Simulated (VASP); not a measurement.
# RbBr (Fm-3m) in VASP: notebook

The runs below take RbBr through electric field gradients, with PBEsol.

All numbers are computed with VASP 6.6.1; they aren't measurements. Logs are shortened: lines on timing, memory, paths and dates and some standing lists are left out, and cuts for length are marked.

## Step 1: The cell of the first run

Symmetry: Fm-3m, No. 225, cubic system. Conventional cell: a = 6.832 Å, b = 6.832 Å, c = 6.832 Å, α = 90.00°, β = 90.00°, γ = 90.00°. Within 4.5 Å of Rb (site symmetry m-3m) lie 6 Br at 3.42 Å. Br (site symmetry m-3m) has 6 Rb at 3.42 Å within 4.5 Å.

## Step 2: Electric field gradients, PBEsol (39.86 Å³/atom)

Contents of INCAR:

```
SYSTEM = RbBr
ALGO = Normal
EDIFF = 1E-8
ENCUT = 520
GGA = PS
ISIF = 2
ISMEAR = -1
LASPH = .True.
LCHARG = .False.
LEFG = .True.
LREAL = .False.
LWAVE = .False.
NBANDS = 15
NELM = 100
PREC = Accurate
SIGMA = 0.03
```

Contents of KPOINTS:

```
k-points
0
Gamma
  7 7 7
  0 0 0
```

Contents of POSCAR:

```
RbBr
1.0
    0.0000000000      3.4160367037      3.4160367037
    3.4160367037      0.0000000000      3.4160367037
    3.4160367037      3.4160367037      0.0000000000
Rb Br
1 1
Direct
    0.0000000000      0.0000000000      0.0000000000
    0.5000000000      0.5000000000      0.5000000000
```

Potentials or basis: VASP PAW PBE potentials, release 64 (Rb_sv, Br).

Started as:

```sh
> cat potpaw_PBE.64/Rb_sv/POTCAR potpaw_PBE.64/Br/POTCAR > POTCAR
> mpirun -np 1 vasp_std > vasp.out
```

OUTCAR:

```text
SYSTEM = RbBr
   EDIFF = 1E-8
   ENCUT = 520
   GGA = PS
   ISIF = 2
   ISMEAR = -1
   LASPH = .True.
   LREAL = .False.
   NELM = 100
   PREC = Accurate

 ion  position               nearest neighbor table
   1  0.000  0.000  0.000-   2 3.42   2 3.42   2 3.42   2 3.42   2 3.42   2 3.42
   2  0.500  0.500  0.500-   1 3.42   1 3.42   1 3.42   1 3.42   1 3.42   1 3.42

  LATTYP: Found a face centered cubic cell.
 ALAT       =     6.8320734074

  Lattice vectors:

 A1 = (   0.0000000000,   3.4160367037,   3.4160367037)
 A2 = (   3.4160367037,   0.0000000000,   3.4160367037)
 A3 = (   3.4160367037,   3.4160367037,   0.0000000000)

Analysis of symmetry for initial positions (statically):
=====================================================================
 Subroutine PRICEL returns:
 Original cell was already a primitive cell.

 Routine SETGRP: Setting up the symmetry group for a
 face centered cubic supercell.

 Subroutine GETGRP returns: Found 48 space group operations
 (whereof 48 operations were pure point group operations)
 out of a pool of 48 trial point group operations.

The static configuration has the point symmetry O_h .

Analysis of symmetry for dynamics (positions and initial velocities):
=====================================================================
 Subroutine PRICEL returns:
 Original cell was already a primitive cell.

 Routine SETGRP: Setting up the symmetry group for a
 face centered cubic supercell.

 Subroutine GETGRP returns: Found 48 space group operations
 (whereof 48 operations were pure point group operations)
 out of a pool of 48 trial point group operations.

The dynamic configuration has the point symmetry O_h .

 Subroutine INISYM returns: Found 48 space group operations
 (whereof 48 operations are pure point group operations),
 and found     1 'primitive' translations

----------------------------------------------------------------------------------------

                                     Primitive cell

  volume of cell :      79.7256

  direct lattice vectors                    reciprocal lattice vectors
     0.000000000  3.416036704  3.416036704    -0.146368451  0.146368451  0.146368451
     3.416036704  0.000000000  3.416036704     0.146368451 -0.146368451  0.146368451
     3.416036704  3.416036704  0.000000000     0.146368451  0.146368451 -0.146368451

  length of vectors
     4.831005436  4.831005436  4.831005436     0.253517593  0.253517593  0.253517593

  position of ions in fractional coordinates (direct lattice)
     0.000000000  0.000000000  0.000000000
     0.500000000  0.500000000  0.500000000

  ion indices of the primitive-cell ions
   primitive index   ion index
                 1           1
                 2           2

----------------------------------------------------------------------------------------

 KPOINTS: k-points

Automatic generation of k-mesh.
 Grid dimensions read from file:
 generate k-points for:    7    7    7

 Generating k-lattice:

  Cartesian coordinates                     Fractional coordinates (reciprocal lattice)
    -0.020909779  0.020909779  0.020909779     0.142857143  0.000000000  0.000000000
     0.020909779 -0.020909779  0.020909779     0.000000000  0.142857143  0.000000000
     0.020909779  0.020909779 -0.020909779     0.000000000  0.000000000  0.142857143

  Length of vectors
     0.036216799  0.036216799  0.036216799

  Shift w.r.t. Gamma in fractional coordinates (k-lattice)
     0.000000000  0.000000000  0.000000000

 Subroutine IBZKPT returns following result:
 ===========================================

 Found     20 irreducible k-points:

 Following reciprocal coordinates:
            Coordinates               Weight
  0.000000  0.000000  0.000000      1.000000
  0.142857  0.000000  0.000000      8.000000
  0.285714  0.000000  0.000000      8.000000
  0.428571  0.000000  0.000000      8.000000
  0.142857  0.142857  0.000000      6.000000
  0.285714  0.142857  0.000000     24.000000
[... 12 lines left out ...]
 -0.428571  0.428571  0.142857     24.000000
 -0.285714  0.428571  0.142857     24.000000
   k-points           NKPTS =     20   k-points in BZ     NKDIM =     20   number of bands    NBANDS=     15
   number of dos      NEDOS =    301   number of ions     NIONS =      2
   total plane-waves  NPLWV =  46656
   dimension x,y,z NGX =    36 NGY =   36 NGZ =   36
   dimension x,y,z NGXF=    72 NGYF=   72 NGZF=   72
   ions per type =               1   1
   NGX,Y,Z   is equivalent  to a cutoff of  12.39, 12.39, 12.39 a.u.
   NGXF,Y,Z  is equivalent  to a cutoff of  24.78, 24.78, 24.78 a.u.
 SYSTEM =  RbBr
   PREC   = accura    normal or accurate (medium, high low for compatibility)
   ISTART =      0    job   : 0-new  1-cont  2-samecut
   ICHARG =      2    charge: 1-file 2-atom 10-const
   ISPIN  =      1    spin polarized calculation?
   LNONCOLLINEAR =      F non collinear calculations
   LSORBIT =      F    spin-orbit coupling
   LASPH  =      T    aspherical Exc in radial PAW
   ENCUT  =  520.0 eV  38.22 Ry    6.18 a.u.   8.98  8.98  8.98*2*pi/ulx,y,z
   NELM   =    100;   NELMIN=  2; NELMDL= -5     # of ELM steps
   EDIFF  = 0.1E-07   stopping-criterion for ELM
   LREAL  =      F    real-space projection
   EDIFFG = 0.1E-06   stopping-criterion for IOM
   NSW    =      0    number of steps for IOM
   IBRION =     -1    ionic relax: 0-MD 1-quasi-New 2-CG
   NFREE  =      0    steps in history (QN), initial steepest desc. (CG)
   ISIF   =      2    stress and relaxation
   ISYM   =      2    0-nonsym 1-usesym 2-fastsym
   POTIM  = 0.5000    time-step for ionic-motion
   TEBEG  =    0.0;   TEEND  =   0.0 temperature during run
   PSTRESS=    0.0 pullay stress
   NELECT =      16.0000    total number of electrons
   NUPDOWN=      -1.0000    fix difference up-down
   EMIN   =  10.00;   EMAX   =-10.00  energy-range for DOS
   EFERMI =   0.00;   METHOD = LEGACY
   ISMEAR =    -1;   SIGMA  =   0.03  broadening in eV -4-tet -1-fermi 0-gaus
   EFERMI_NEDOS =   21; number of points for ismear=-14 and -15
   IALGO  =     38    algorithm
   IMIX   =      4    mixing-type and parameters
     AMIX     =   0.40;   BMIX     =  1.00
     AMIX_MAG =   1.60;   BMIX_MAG =  1.00
  volume/ion in A,a.u.               =      39.86       269.01
  Fermi-wavevector in a.u.,A,eV,Ry     =   0.958478  1.811261 12.499410  0.918681
  Thomas-Fermi vector in A             =   2.087589
   LORBIT       =      0    0 simple, 1 ext, 2 COOP (PROOUT), +10 PAW based schemes
   GGA     = PS    functional components
   LHFCALC =     F    Hartree Fock is set to
   AEXX    =    0.0000 exact exchange contribution
   IVDW    =     0    specifies the selected vdW correction
   LEPSILON=     F    determine dielectric tensor
   LRPA    =     F    only Hartree local field effects (RPA)
 non-spin polarized calculation
  energy-cutoff  :      520.00
  volume of cell :       79.73
 maximum number of plane-waves:      2168
   NGX = 17   NGY = 17   NGZ = 17

 number of electron      16.0000000 magnetization

 Free energy of the ion-electron system (eV)
  ---------------------------------------------------
  ext. energy  EPLUGINS =         0.00000000
  ---------------------------------------------------
  free energy    TOTEN  =        -6.35515646 eV

  energy without entropy =       -6.35515646  energy(sigma->0) =       -6.35515646

 E-fermi :  -1.1323     XC(G=0):  -7.4454

 val. band max:       -1.8093050663   @ k =   0.0000   0.0000   0.0000
 cond. band min:       2.4244643322   @ k =   0.0000   0.0000   0.0000
 fundamental gap:      4.2337693985
 Fermi energy:        -1.1323127186

 k-point     1 :       0.0000    0.0000    0.0000
  band No.  band energies     occupation
      1     -26.1443      2.00000
      2     -14.0125      2.00000
      3     -10.2328      2.00000
      4     -10.2328      2.00000
      5     -10.2328      2.00000
      6      -1.8093      2.00000
      7      -1.8093      2.00000
      8      -1.8093      2.00000
      9       2.4245      0.00000
     10       5.3919      0.00000
     11       5.3919      0.00000
     12       5.3919      0.00000
     13       6.2905      0.00000
     14       6.2905      0.00000
     15       9.0159      0.00000

 k-point     2 :       0.1429    0.0000    0.0000
  band No.  band energies     occupation
      1     -26.1423      2.00000
      2     -14.0209      2.00000
      3     -10.2343      2.00000
      4     -10.2343      2.00000
      5     -10.2236      2.00000
      6      -2.0570      2.00000
      7      -1.8850      2.00000
      8      -1.8850      2.00000
      9       2.9212      0.00000
     10       5.2678      0.00000
     11       5.6384      0.00000
     12       5.6384      0.00000
     13       6.5996      0.00000
     14       6.5996      0.00000
     15       9.7920      0.00000

 k-point     3 :       0.2857    0.0000    0.0000
  band No.  band energies     occupation
      1     -26.1380      2.00000
      2     -14.0396      2.00000
      3     -10.2377      2.00000
      4     -10.2377      2.00000
      5     -10.2031      2.00000
      6      -2.5067      2.00000
      7      -2.0454      2.00000
      8      -2.0454      2.00000
      9       3.9955      0.00000
     10       5.2923      0.00000
     11       6.3393      0.00000
     12       6.3393      0.00000
     13       7.4177      0.00000
     14       7.4177      0.00000
     15      10.2252      0.00000
[... 271 lines left out ...]
 k-point    19 :      -0.4286    0.4286    0.1429
  band No.  band energies     occupation
      1     -26.1316      2.00000
      2     -13.9824      2.00000
      3     -10.3808      2.00000
      4     -10.3283      2.00000
      5     -10.2489      2.00000
      6      -2.3434      2.00000
      7      -2.1522      2.00000
      8      -2.0507      2.00000
      9       4.2568      0.00000
     10       5.5373      0.00000
     11       6.5951      0.00000
     12       7.4406      0.00000
     13       7.8885      0.00000
     14       8.7689      0.00000
     15       9.2989      0.00000

 k-point    20 :      -0.2857    0.4286    0.1429
  band No.  band energies     occupation
      1     -26.1313      2.00000
      2     -13.9907      2.00000
      3     -10.3777      2.00000
      4     -10.3349      2.00000
      5     -10.2199      2.00000
      6      -2.3719      2.00000
      7      -2.1941      2.00000
      8      -2.1350      2.00000
      9       4.8706      0.00000
     10       5.5716      0.00000
     11       6.4654      0.00000
     12       6.8163      0.00000
     13       8.5796      0.00000
     14       8.7479      0.00000
     15       9.5550      0.00000

------------------------ aborting loop because EDIFF is reached ----------------------------------------

  FORCE on cell =-STRESS in cart. coord.  units (eV):
  Direction    XX          YY          ZZ          XY          YZ          ZX
  --------------------------------------------------------------------------------------
  -------------------------------------------------------------------------------------
  Total        0.0571128      0.0571128      0.0571128     -0.0000000      0.0000000      0.0000000
  in kB        1.1477483      1.1477483      1.1477483     -0.0000000      0.0000000      0.0000000
  external PRESSURE =       1.1477483 kB  Pullay stress =       0.0000000 kB

 VOLUME and BASIS-vectors are now :
 -----------------------------------------------------------------------------
  energy-cutoff  :      520.00
  volume of cell :       79.73
      direct lattice vectors                 reciprocal lattice vectors
     0.000000000  3.416036704  3.416036704    -0.146368451  0.146368451  0.146368451
     3.416036704  0.000000000  3.416036704     0.146368451 -0.146368451  0.146368451
     3.416036704  3.416036704  0.000000000     0.146368451  0.146368451 -0.146368451

 POSITION                                       TOTAL-FORCE (eV/Angst)
 -----------------------------------------------------------------------------------
      0.00000      0.00000      0.00000         0.000000      0.000000      0.000000
      3.41604      3.41604      3.41604         0.000000      0.000000      0.000000
 -----------------------------------------------------------------------------------
    total drift:                                0.000000      0.000000      0.000000

  FREE ENERGIE OF THE ION-ELECTRON SYSTEM (eV)
  ---------------------------------------------------
  free  energy   TOTEN  =        -6.3551564564 eV

  energy  without entropy=       -6.3551564564  energy(sigma->0) =       -6.35515646

 Electric field gradients (V/A^2)
---------------------------------------------------------------------
 ion       V_xx      V_yy      V_zz      V_xy      V_xz      V_yz
---------------------------------------------------------------------
   1      -0.000     0.000     0.000    -0.000    -0.000    -0.000
   2      -0.000    -0.000     0.000     0.000     0.000     0.000
---------------------------------------------------------------------

 Electric field gradients after diagonalization (V/A^2)
 (convention: |V_zz| > |V_xx| > |V_yy|)
----------------------------------------------------------------------
 ion       V_xx      V_yy      V_zz     asymmetry (V_yy - V_xx)/ V_zz
----------------------------------------------------------------------
   1       0.000     0.000    -0.000       0.000
   2      -0.000    -0.000     0.000       0.000
----------------------------------------------------------------------

           NMR quadrupolar parameters

 Cq : quadrupolar parameter    Cq=e*Q*V_zz/h
 eta: asymmetry parameters     (V_yy - V_xx)/ V_zz
 Q  : nuclear electric quadrupole moment in mb (millibarn)
----------------------------------------------------------------------
 ion       Cq(MHz)       eta       Q (mb)
----------------------------------------------------------------------
   1      -0.000       0.000       1.000
   2       0.000       0.000       1.000
----------------------------------------------------------------------
```

Run time: 33 s. Hardware: 1 thread of Intel Xeon 8259CL, shared host; peak memory 0.21 GiB.

What came out:

```yaml
Free_energy: -6.3552 eV
Pressure: 0.1 GPa
Band_gap_on_the_k_mesh: 4.23 eV
Largest_electric_field_gradient_by_atom: zero within the noise of the run
```

Caveat: the PAW data sets were made with another functional, which shifts forces and pressure a little; an odd mesh through Γ misses points on the zone boundary, where band edges can lie.

## Step 3: Electric field gradients, PBEsol (39.86 Å³/atom)

Contents of INCAR:

```
PREC = Accurate ; ENCUT = 520
EDIFF = 1E-8 ; ISMEAR = -1
SIGMA = 0.03 ; LREAL = False
LASPH = True ; NELM = 100
ALGO = Normal ; ISIF = 2
LWAVE = False ; LCHARG = False
GGA = PS ; LEFG = True
NBANDS = 15
```

Contents of KPOINTS:

```
regular mesh
0
Gamma
  7 7 7
```

POSCAR is that of step 2.

Potentials or basis: VASP PAW PBE potentials, release 64 (Rb_sv, Br).

Started as:

```sh
> cat potpaw_PBE.64/Rb_sv/POTCAR potpaw_PBE.64/Br/POTCAR > POTCAR
> mpirun -np 1 vasp_std > vasp.out
```

OUTCAR:

```text
PREC = Accurate
   ENCUT = 520
   EDIFF = 1E-8
   ISMEAR = -1
   LREAL = False
   LASPH = True
   NELM = 100
   ISIF = 2
   GGA = PS

 ion  position               nearest neighbor table
   1  0.000  0.000  0.000-   2 3.42   2 3.42   2 3.42   2 3.42   2 3.42   2 3.42
   2  0.500  0.500  0.500-   1 3.42   1 3.42   1 3.42   1 3.42   1 3.42   1 3.42

  LATTYP: Found a face centered cubic cell.
 ALAT       =     6.8320734074

  Lattice vectors:

 A1 = (   0.0000000000,   3.4160367037,   3.4160367037)
 A2 = (   3.4160367037,   0.0000000000,   3.4160367037)
 A3 = (   3.4160367037,   3.4160367037,   0.0000000000)

Analysis of symmetry for initial positions (statically):
[... 562 lines left out ...]
  free  energy   TOTEN  =        -6.3551564564 eV

  energy  without entropy=       -6.3551564564  energy(sigma->0) =       -6.35515646

 Electric field gradients (V/A^2)
---------------------------------------------------------------------
 ion       V_xx      V_yy      V_zz      V_xy      V_xz      V_yz
---------------------------------------------------------------------
   1      -0.000     0.000     0.000    -0.000    -0.000    -0.000
   2      -0.000    -0.000     0.000     0.000     0.000     0.000
---------------------------------------------------------------------

 Electric field gradients after diagonalization (V/A^2)
 (convention: |V_zz| > |V_xx| > |V_yy|)
----------------------------------------------------------------------
 ion       V_xx      V_yy      V_zz     asymmetry (V_yy - V_xx)/ V_zz
----------------------------------------------------------------------
   1       0.000     0.000    -0.000       0.000
   2      -0.000    -0.000     0.000       0.000
----------------------------------------------------------------------

           NMR quadrupolar parameters

 Cq : quadrupolar parameter    Cq=e*Q*V_zz/h
 eta: asymmetry parameters     (V_yy - V_xx)/ V_zz
 Q  : nuclear electric quadrupole moment in mb (millibarn)
----------------------------------------------------------------------
 ion       Cq(MHz)       eta       Q (mb)
----------------------------------------------------------------------
   1      -0.000       0.000       1.000
   2       0.000       0.000       1.000
----------------------------------------------------------------------
```

OSZICAR:

```text
N       E                     dE             d eps       ncg     rms          rms(c)
DAV:   1     0.852362090211E+02    0.85236E+02   -0.64942E+03   600   0.909E+02
DAV:   2    -0.385986829182E+00   -0.85622E+02   -0.77146E+02   813   0.162E+02
DAV:   3    -0.639378493012E+01   -0.60078E+01   -0.59754E+01   761   0.451E+01
DAV:   4    -0.655662248329E+01   -0.16284E+00   -0.16280E+00   920   0.703E+00
DAV:   5    -0.655802398177E+01   -0.14015E-02   -0.14015E-02   797   0.624E-01    0.283E+00
DAV:   6    -0.636126781589E+01    0.19676E+00   -0.23483E-01   747   0.227E+00    0.185E+00
DAV:   7    -0.634496425759E+01    0.16304E-01   -0.10301E-01   789   0.160E+00    0.934E-01
DAV:   8    -0.635451171951E+01   -0.95475E-02   -0.11731E-02   672   0.630E-01    0.105E-01
DAV:   9    -0.635477961265E+01   -0.26789E-03   -0.52379E-04   811   0.116E-01    0.599E-02
DAV:  10    -0.635514809085E+01   -0.36848E-03   -0.49387E-04   649   0.115E-01    0.217E-02
DAV:  11    -0.635515032737E+01   -0.22365E-05   -0.24268E-05   805   0.250E-02    0.738E-03
DAV:  12    -0.635515625456E+01   -0.59272E-05   -0.88077E-06   649   0.165E-02    0.150E-03
DAV:  13    -0.635515647085E+01   -0.21629E-06   -0.38118E-07   818   0.327E-03    0.218E-03
DAV:  14    -0.635515645146E+01    0.19386E-07   -0.18292E-07   663   0.215E-03    0.975E-04
DAV:  15    -0.635515645640E+01   -0.49331E-08   -0.15588E-08   726   0.682E-04
   1 F= -.63551565E+01 E0= -.63551565E+01  d E =-.572084E-11
```

It took 30 s on 1 thread of Intel Xeon 8259CL, shared host; peak memory 0.21 GiB.

What came out:

| Item | Value |
| --- | --- |
| Free energy | -6.3552 eV |
| Pressure | 0.1 GPa |
| Band gap on the k mesh | 4.23 eV |
| Largest electric field gradient by atom | zero within the noise of the run |

Caveat: the PAW data sets were made with another functional, which shifts forces and pressure a little; an odd mesh through Γ misses points on the zone boundary, where band edges can lie.

[end of part 1 of 2]
